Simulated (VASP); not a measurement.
## Zr3S2: relaxation of cell and atoms with PBE

Zr3S2:

```xyz
5
Lattice="-1.7713 1.7713 8.6528 1.7713 -1.7713 8.6528 1.7713 1.7713 -8.6528" Properties=species:S:1:pos:R:3 pbc="T T T"
Zr    0.0000    0.0000   11.1481
Zr    0.0000    0.0000    6.1575
Zr    0.0000    0.0000    0.0000
S     0.0000    1.7713    4.3264
S     0.0000    0.0000    8.6528
```

The cell was built from a structure type or drawn by symmetry, and may not be a known phase.

```yaml
Program: VASP 6.6.1
Task: relaxation of cell and atoms
Functional: PBE
Potentials_or_basis: VASP PAW PBE potentials, release 64 (Zr_sv, S)
Cutoff: 600 eV
k_mesh: 6 × 6 × 6
Occupations: gaussian, width 0.1 eV
Spin: no spin polarisation
Dipole_correction: no
Further_INCAR_settings: ALGO = Normal; EDIFF = 1e-06; IBRION = 2; EDIFFG = -0.04; NSW = 90; ISIF = 3
```

```
Relaxed volume                        : 21.79 Å³/atom
Relaxed cell                          : a = 9.014 Å, b = 9.014 Å, c = 9.014 Å, α = 157.31°, β = 157.31°, γ = 32.31°
Space group after relaxing (to 0.1 Å) : I-4m2 (No. 119)
Energy gained by relaxing             : 0.3 meV/atom
Ionic steps                           : 3
Pressure after relaxing               : -0.1 GPa
Largest force after relaxing          : 0.024 eV/Å
Band gap on the k mesh                : zero (bands 24 and 25 overlap by 0.18 eV)
```

Forces in eV/Å, atoms in the order of the input:
```
Zr   0.000  0.000 -0.024
Zr   0.000  0.000  0.024
Zr   0.000  0.000  0.000
S    0.000  0.000  0.000
S    0.000  0.000  0.000
```

Stress tensor (GPa, compression positive):
```
-0.25  0.00  0.00
 0.00 -0.25  0.00
 0.00  0.00  0.06
```

Step by step:
| step | energy change (eV) | largest force (eV/Å) | pressure (GPa) | volume (Å³) |
| --- | --- | --- | --- | --- |
| 1 | 0.0000 | 0.1622 | 0.13 | 108.59 |
| 2 | -0.0017 | 0.0505 | -0.12 | 108.86 |
| 3 | -0.0017 | 0.0240 | -0.15 | 108.93 |

Final structure:
```
Zr S
1.0
    -1.77347    1.77347    8.65813
     1.77347   -1.77347    8.65813
     1.77347    1.77347   -8.65813
Zr S
3 2
Cartesian
  0.0000 0.0000 11.1452
  0.0000 0.0000 6.1711
  0.0000 0.0000 0.0000
  0.0000 1.7735 4.3291
  0.0000 0.0000 8.6581
```

Levels at points of the mesh, in eV from the Fermi level:
| k point | band 20 | band 21 | band 22 | band 23 | band 24 | band 25 | band 26 | band 27 | band 28 |
| --- | --- | --- | --- | --- | --- | --- | --- | --- | --- |
| (0.00, 0.00, 0.00) | -3.26 | -2.79 | -2.78 | -1.37 | -1.20 | 0.14 | 0.56 | 0.56 | 0.80 |
| (0.50, 0.00, 0.00) | -2.99 | -1.07 | -0.86 | -0.73 | -0.25 | 0.68 | 1.28 | 1.50 | 1.72 |
| (0.50, 0.50, 0.00) | -4.26 | -2.15 | -1.98 | -1.27 | -0.54 | -0.15 | 1.73 | 2.02 | 2.35 |
| (0.50, 0.50, 0.50) | -3.07 | -2.83 | -2.03 | -2.03 | -0.80 | 0.14 | 0.17 | 0.17 | 0.47 |

Run time: 14 min on 1 thread of Intel(R) Xeon(R) 6975P-C (Granite Rapids) (shared host), peak memory 0.79 GiB.
